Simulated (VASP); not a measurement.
Set up this calculation in VASP 6.6.1, as the native input.

```yaml
Task: relaxation of cell and atoms
Functional: PBE
Potentials_or_basis: VASP PAW PBE potentials, release 64 (In_d, Ru_pv)
Cutoff: 600 eV
k_mesh: 6 × 6 × 6
Occupations: gaussian, width 0.1 eV
Spin: no spin polarisation
Dipole_correction: no
Further_INCAR_settings: ALGO = Fast; EDIFF = 1e-07; IBRION = 2; EDIFFG = -0.01; NSW = 100; ISIF = 3
```

The structure of In4Ru lies in POSCAR:

```
In4Ru
1.0
    5.1780901228      0.0000000000      0.0000000000
    0.0000000000      5.1780901228      0.0000000000
    0.0000000000      0.0000000000      5.1780901228
In Ru
4 1
Direct
    0.0000000000      0.0000000000      0.0000000000
    0.5000000000      0.5000000000      0.0000000000
    0.5000000000      0.0000000000      0.5000000000
    0.0000000000      0.5000000000      0.5000000000
    0.5000000000      0.5000000000      0.5000000000
```

The cell was generated, and may not be a known phase.

These files were run (other wordings do the same):

INCAR

```
SYSTEM = In4Ru
PREC = Accurate
ENCUT = 600
EDIFF = 1E-7
ISMEAR = 0
SIGMA = 0.1
LREAL = .FALSE.
LASPH = .TRUE.
NELM = 80
ALGO = Fast
ISIF = 3
LWAVE = .FALSE.
LCHARG = .FALSE.
GGA = PE
IBRION = 2
NSW = 100
EDIFFG = -0.01
```

KPOINTS

```
regular mesh
0
G
  6 6 6
  0 0 0
```

Potentials or basis: VASP PAW PBE potentials, release 64 (In_d, Ru_pv).

The run is started by

```bash
$ cat potpaw_PBE.64/In_d/POTCAR potpaw_PBE.64/Ru_pv/POTCAR > POTCAR
$ mpirun -np 1 vasp_std > vasp.out
```

It gave:

| Item | Value |
| --- | --- |
| Relaxed volume | 28.20 Å³/atom |
| Relaxed cell | a = 5.205 Å, b = 5.205 Å, c = 5.205 Å, α = 90.00°, β = 90.00°, γ = 90.00° |
| Space group after relaxing (to 0.1 Å) | Pm-3m (No. 221) |
| Energy gained by relaxing | 1.2 meV/atom |
| Ionic steps | 3 |
| Pressure after relaxing | 0.0 GPa |
| Band gap on the k mesh | zero (bands 33 and 34 overlap by 0.84 eV) |

Caveat: spin-orbit coupling is left out, which moves the levels of the heavy elements.

It took 11 min on 1 thread of Intel Xeon 8259CL (shared host), peak memory 0.34 GiB.
